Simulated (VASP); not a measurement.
# SbSe5 (C2/m) in VASP: single point with PBE

Aim: the single point of SbSe5 with PBE.

All numbers are computed with VASP 6.6.1; they aren't measurements. Logs are shortened: lines on timing, memory, paths and dates and some standing lists are left out, and cuts for length are marked.

### Step 1. The cell of the first run

The structure is monoclinic, space group C2/m (No. 12). The conventional cell has a = 7.885 Å, b = 5.433 Å, c = 9.030 Å, α = 90.00°, β = 114.06°, γ = 90.00°. Sb (site symmetry 2/m) has 8 Se at 3.01 to 3.02 Å within 4.0 Å. Se (site symmetry 1) has 3 Se at 2.67 to 2.73 Å and 2 Sb at 3.01 to 3.02 Å within 3.5 Å. Within 3.5 Å of Se (site symmetry 2/m) lie 4 Se at 2.67 Å.

### Step 2. Single point, PBE

Input file INCAR:

```
SYSTEM = SbSe5
ALGO     = Normal         ! electronic algorithm
EDIFF    = 1E-6           ! SCF threshold, eV
ENCUT    = 520            ! plane-wave cutoff, eV
GGA      = PE             ! functional
ISIF     = 2              ! what is computed and relaxed
ISMEAR   = 0              ! smearing method
LASPH    = .TRUE.         ! aspherical terms in the spheres
LCHARG   = .TRUE.         ! write CHGCAR
LELF     = .TRUE.         ! ELF
LREAL    = .FALSE.        ! projectors in reciprocal space
LVHAR    = .TRUE.       
LWAVE    = .FALSE.        ! write WAVECAR
NBANDS   = 26             ! bands
NELM     = 100            ! most SCF steps
PREC     = Accurate       ! precision mode
SIGMA    = 0.2            ! smearing width, eV
```

Input file KPOINTS:

```
k-points
0
G
  4 4 2
  0 0 0
```

Input file POSCAR:

```
SbSe5
1.0
    3.9364948356     -2.7164598861     -0.2138592894
    3.9364948356      2.7164598861     -0.2138592894
   -3.2284934628      0.0000000000      8.4333016532
Sb Se
1 5
Direct
    0.0000000000      0.0000000000      0.5000000000
    0.6027521236      0.1057378693      0.7225081967
    0.8942621307      0.3972478764      0.2774918033
    0.3972478764      0.8942621307      0.2774918033
    0.1057378693      0.6027521236      0.7225081967
    0.0000000000      0.0000000000      0.0000000000
```

Potentials or basis: VASP PAW PBE potentials, release 64 (Sb, Se).

The run is started by

```console
$ cat potpaw_PBE.64/Sb/POTCAR potpaw_PBE.64/Se/POTCAR > POTCAR
$ mpirun -np 1 vasp_std > vasp.out
```

OUTCAR:

```text
SYSTEM = SbSe5
   EDIFF = 1E-6
   ENCUT = 520
   GGA = PE
   ISIF = 2
   ISMEAR = 0
   LASPH = .TRUE.
   LREAL = .FALSE.
   NELM = 100
   PREC = Accurate

 ion  position               nearest neighbor table
   1  0.000  0.000  0.500-   2 3.01   5 3.01   3 3.01   4 3.01   4 3.02   5 3.02   2 3.02   3 3.02

   2  0.603  0.106  0.723-   6 2.67   5 2.70   5 2.73   1 3.01   1 3.02
   3  0.894  0.397  0.277-   6 2.67   4 2.70   4 2.73   1 3.01   1 3.02
   4  0.397  0.894  0.277-   6 2.67   3 2.70   3 2.73   1 3.01   1 3.02
   5  0.106  0.603  0.723-   6 2.67   2 2.70   2 2.73   1 3.01   1 3.02
   6  0.000  0.000  0.000-   2 2.67   3 2.67   4 2.67   5 2.67

  LATTYP: Found a base centered monoclinic cell.
 ALAT       =     7.8845995171
 B/A-ratio  =     0.6890546261
 C/A-ratio  =     1.1452905896
 COS(beta)  =    -0.4076588651

  Lattice vectors:

 A1 = (   3.9364948356,  -2.7164598861,  -0.2138592894)
 A2 = (   3.9364948356,   2.7164598861,  -0.2138592894)
 A3 = (  -3.2284934628,   0.0000000000,   8.4333016532)

Analysis of symmetry for initial positions (statically):
=====================================================================
 Subroutine PRICEL returns:
 Original cell was already a primitive cell.

 Routine SETGRP: Setting up the symmetry group for a
 base centered monoclinic supercell.

 Subroutine GETGRP returns: Found  4 space group operations
 (whereof  4 operations were pure point group operations)
 out of a pool of  4 trial point group operations.

The static configuration has the point symmetry C_2h.

Analysis of symmetry for dynamics (positions and initial velocities):
=====================================================================
 Subroutine PRICEL returns:
 Original cell was already a primitive cell.

 Routine SETGRP: Setting up the symmetry group for a
 base centered monoclinic supercell.

 Subroutine GETGRP returns: Found  4 space group operations
 (whereof  4 operations were pure point group operations)
 out of a pool of  4 trial point group operations.

The dynamic configuration has the point symmetry C_2h.

 Subroutine INISYM returns: Found  4 space group operations
 (whereof  4 operations are pure point group operations),
 and found     1 'primitive' translations

----------------------------------------------------------------------------------------

                                     Primitive cell
[... 88 lines left out ...]
   EDIFF  = 0.1E-05   stopping-criterion for ELM
   LREAL  =      F    real-space projection
   EDIFFG = 0.1E-04   stopping-criterion for IOM
   NSW    =      0    number of steps for IOM
   IBRION =     -1    ionic relax: 0-MD 1-quasi-New 2-CG
   NFREE  =      0    steps in history (QN), initial steepest desc. (CG)
   ISIF   =      2    stress and relaxation
   ISYM   =      2    0-nonsym 1-usesym 2-fastsym
   POTIM  = 0.5000    time-step for ionic-motion
   TEBEG  =    0.0;   TEEND  =   0.0 temperature during run
   PSTRESS=    0.0 pullay stress
   NELECT =      35.0000    total number of electrons
   NUPDOWN=      -1.0000    fix difference up-down
   EMIN   =  10.00;   EMAX   =-10.00  energy-range for DOS
   EFERMI =   0.00;   METHOD = LEGACY
   ISMEAR =     0;   SIGMA  =   0.20  broadening in eV -4-tet -1-fermi 0-gaus
   EFERMI_NEDOS =   21; number of points for ismear=-14 and -15
   IALGO  =     38    algorithm
   IMIX   =      4    mixing-type and parameters
     AMIX     =   0.40;   BMIX     =  1.00
     AMIX_MAG =   1.60;   BMIX_MAG =  1.00
  volume/ion in A,a.u.               =      29.43       198.64
  Fermi-wavevector in a.u.,A,eV,Ry     =   0.954465  1.803677 12.394946  0.911003
  Thomas-Fermi vector in A             =   2.083214
   LORBIT       =      0    0 simple, 1 ext, 2 COOP (PROOUT), +10 PAW based schemes
   GGA     = PE    functional components
   LHFCALC =     F    Hartree Fock is set to
   AEXX    =    0.0000 exact exchange contribution
   IVDW    =     0    specifies the selected vdW correction
   LEPSILON=     F    determine dielectric tensor
   LRPA    =     F    only Hartree local field effects (RPA)
 non-spin polarized calculation
 Gauss-broadening in eV      SIGMA  =   0.20
  energy-cutoff  :      520.00
  volume of cell :      176.61
 maximum number of plane-waves:      4769
   NGX = 17   NGY = 17   NGZ = 33

 number of electron      34.9999999 magnetization

 Free energy of the ion-electron system (eV)
  ---------------------------------------------------
  ext. energy  EPLUGINS =         0.00000000
  ---------------------------------------------------
  free energy    TOTEN  =       -21.02366872 eV

  energy without entropy =      -20.97612333  energy(sigma->0) =      -20.99989602

 E-fermi :   2.8267     XC(G=0):  -8.6023

 val. band max:        2.8133288072   @ k =   0.5000   0.5000  -0.0000
 cond. band min:       2.8388605805   @ k =   0.5000   0.0000  -0.0000
 fundamental gap:      0.0255317734
 Fermi energy:         2.8266821685

 k-point     1 :       0.0000    0.0000    0.0000
  band No.  band energies     occupation
      1     -12.1672      2.00000
      2     -11.2458      2.00000
      3      -9.4999      2.00000
      4      -8.3588      2.00000
      5      -8.2561      2.00000
      6      -5.5122      2.00000
[... 395 lines left out ...]
     25       8.2315      0.00000
     26       8.5744      0.00000

------------------------ aborting loop because EDIFF is reached ----------------------------------------

  FORCE on cell =-STRESS in cart. coord.  units (eV):
  Direction    XX          YY          ZZ          XY          YZ          ZX
  --------------------------------------------------------------------------------------
  -------------------------------------------------------------------------------------
  Total        0.3155746     -0.2115182     -0.6394475      0.0000000      0.0000000     -0.0904979
  in kB        2.8628572     -1.9188693     -5.8009962      0.0000000      0.0000000     -0.8209867
  external PRESSURE =      -1.6190028 kB  Pullay stress =       0.0000000 kB

 VOLUME and BASIS-vectors are now :
 -----------------------------------------------------------------------------
  energy-cutoff  :      520.00
  volume of cell :      176.61
      direct lattice vectors                 reciprocal lattice vectors
     3.936494836 -2.716459886 -0.213859289     0.129714345 -0.184063090  0.049658121
     3.936494836  2.716459886 -0.213859289     0.129714345  0.184063090  0.049658121
    -3.228493463  0.000000000  8.433301653     0.006578827  0.000000000  0.121096072

 POSITION                                       TOTAL-FORCE (eV/Angst)
 -----------------------------------------------------------------------------------
     -1.61425      0.00000      4.21665        -0.000000      0.000000      0.000000
      0.45635     -1.35012      5.94161        -0.043569      0.001708     -0.044438
      4.18814     -1.35012      2.06397         0.043569      0.001708      0.044438
      4.18814      1.35012      2.06397         0.043569     -0.001708      0.044438
      0.45635      1.35012      5.94161        -0.043569     -0.001708     -0.044438
      0.00000      0.00000      0.00000        -0.000000      0.000000      0.000000
 -----------------------------------------------------------------------------------
    total drift:                               -0.000000     -0.000000      0.000000

  FREE ENERGIE OF THE ION-ELECTRON SYSTEM (eV)
  ---------------------------------------------------
  free  energy   TOTEN  =       -21.0236687178 eV

  energy  without entropy=      -20.9761233322  energy(sigma->0) =      -20.99989602
```

OSZICAR:

```text
N       E                     dE             d eps       ncg     rms          rms(c)
DAV:   1     0.184026204568E+03    0.18403E+03   -0.13129E+04   728   0.109E+03
DAV:   2    -0.432719676788E+01   -0.18835E+03   -0.18105E+03   924   0.180E+02
DAV:   3    -0.210910687323E+02   -0.16764E+02   -0.16466E+02   938   0.589E+01
DAV:   4    -0.213515066102E+02   -0.26044E+00   -0.25911E+00   866   0.825E+00
DAV:   5    -0.213546100140E+02   -0.31034E-02   -0.31026E-02   896   0.958E-01    0.754E+00
DAV:   6    -0.210309587681E+02    0.32365E+00   -0.43224E-01   758   0.292E+00    0.466E+00
DAV:   7    -0.210226291871E+02    0.83296E-02   -0.16347E-01   854   0.161E+00    0.144E+00
DAV:   8    -0.210230311693E+02   -0.40198E-03   -0.14476E-02   842   0.621E-01    0.379E-01
DAV:   9    -0.210235024951E+02   -0.47133E-03   -0.25141E-03   770   0.253E-01    0.116E-01
DAV:  10    -0.210236024861E+02   -0.99991E-04   -0.28884E-04   808   0.827E-02    0.390E-02
DAV:  11    -0.210236562073E+02   -0.53721E-04   -0.57413E-05   802   0.361E-02    0.122E-02
DAV:  12    -0.210236646004E+02   -0.83932E-05   -0.11568E-05   824   0.158E-02    0.506E-03
DAV:  13    -0.210236683048E+02   -0.37043E-05   -0.42532E-06   756   0.978E-03    0.146E-03
DAV:  14    -0.210236687178E+02   -0.41307E-06   -0.59987E-07   492   0.383E-03
   1 F= -.21023669E+02 E0= -.20999896E+02  d E =-.475454E-01
```

Run time: 31 s. Hardware: 1 thread of Intel Xeon 6975P-C (Granite Rapids), shared host; peak memory 0.3 GiB.

Results:

```yaml
Free_energy: -21.0237 eV
Pressure: -0.2 GPa
Largest_force: 0.062 eV/Å
```

Forces in eV/Å, atoms in the order of the input:
```
Sb   0.000  0.000  0.000
Se  -0.044  0.002 -0.044
Se   0.044  0.002  0.044
Se   0.044 -0.002  0.044
Se  -0.044 -0.002 -0.044
Se   0.000  0.000  0.000
```

Caveat: the k points lie up to 0.38 Å⁻¹ apart; spin-orbit coupling is left out, which moves the levels of the heavy elements.
